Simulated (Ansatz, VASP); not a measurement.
Two plane-wave programs on CaF

```
Ca F
1.0
     1.93537    1.11739    6.52676
    -1.93537    1.11739    6.52676
     0.00000   -2.23477    6.52676
Ca F
2 2
Cartesian
  0.0000 0.0000 4.9021
  0.0000 0.0000 14.6782
  0.0000 0.0000 7.3401
  0.0000 0.0000 12.2402
```

Alike in both runs: task relaxation of cell and atoms; functional PBE; k mesh 12 × 12 × 12; occupations gaussian, width 0.1 eV; no spin polarisation.

|  | VASP | Ansatz |
| --- | --- | --- |
| version | VASP 6.6.1 | Ansatz 0.2.0 |
| potentials or method | VASP PAW PBE potentials, release 64 (Ca_sv, F), cutoff 600 eV | scalar-relativistic, plane waves, PAW |
| valence electrons in the cell | 34 | 34 |

|  | VASP | Ansatz | Ansatz less VASP |
| --- | --- | --- | --- |
| gap on the k mesh at the Fermi level, each at its own relaxed structure (eV) | none | none | - |
| relaxed volume (Å³/atom) | 21.40 | 21.37 | -0.025 |
| relaxed cell length with the largest relative difference (Å) | 6.905 | 6.903 | -0.0026 |

A gap of «none» marks a metal or a gap that the smearing closes.
